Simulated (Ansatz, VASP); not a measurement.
**Ge in VASP and in Ansatz**

```
Ge
1.0
     0.00000    2.81478    2.81478
     2.81478    0.00000    2.81478
     2.81478    2.81478    0.00000
Ge
2
Direct
  0.50000 0.50000 0.50000
  0.75000 0.75000 0.75000
```

Alike in both runs: task single point; functional LDA; k mesh 10 × 10 × 10; no spin polarisation.

|  | VASP | Ansatz |
| --- | --- | --- |
| version | VASP 6.6.1 | Ansatz 0.2.0 |
| potentials or method | VASP PAW LDA potentials, release 64 (Ge_d), cutoff 520 eV | plane waves (420 eV) with PAW, scalar-relativistic |
| occupations | methfessel-paxton of order 1, width 0.01 eV | cold, width 0.01 eV |
| valence electrons in the cell | 28 | 28 |

```csv
,VASP,Ansatz,Ansatz less VASP
pressure (GPa),-0.1,-0.3,-0.23
```

Ansatz warns that its potentials were made for another functional, while VASP's fit it. LDA's correlation is that of Perdew and Zunger in VASP and of Perdew and Wang (1992) in Ansatz.
